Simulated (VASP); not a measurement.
Runs of VASP 6.6.1 on ZnSeS. The structure is that of space group P-6m2 (No. 187), or close to it. The cells are those of the table. The cell was built from a structure type or drawn by symmetry, and may not be a known phase.

| task | cell | k mesh | cutoff (eV) | gap on the mesh (eV) | pressure (GPa) | relaxed volume (Å³/atom) |
| --- | --- | --- | --- | --- | --- | --- |
| relaxation of cell and atoms | relaxed from a = 4.316, b = 4.316, c = 4.694 Å, angles 90.0, 90.0, 120.0°, 3 atoms | 12 × 12 × 10 | 600 | none | 0.0 | 25.39 |
| single point | a = 4.056, b = 4.056, c = 5.346 Å, angles 90.0, 90.0, 120.0°, 3 atoms | 6 × 6 × 4 | 520 | none | (b) | - |
| single point | a = 4.316, b = 4.316, c = 4.694 Å, angles 90.0, 90.0, 120.0°, 3 atoms | 6 × 6 × 4 | 520 | none | 0.2 | - |
| relaxation of cell and atoms | relaxed from a = 4.056, b = 4.056, c = 5.346 Å, angles 90.0, 90.0, 120.0°, 3 atoms | 6 × 6 × 4 | 600 | none | -0.1 | (a) |
| single point | a = 4.316, b = 4.316, c = 4.707 Å, angles 90.0, 90.0, 120.0°, 3 atoms | 12 × 12 × 10 | 520 | none | 0.1 | - |

Alike in all rows: level PBE; potentials or basis VASP PAW PBE potentials, release 64 (Zn, Se, S); no spin polarisation; smearing gaussian 0.1 eV.

Q: Fill in the values left out.

A: (a) 25.41; (b) 0.7.

A k mesh can miss the band edges, and the runs leave out spin-orbit coupling on Se.

A gap of «none» marks levels without a gap at the run's occupations.
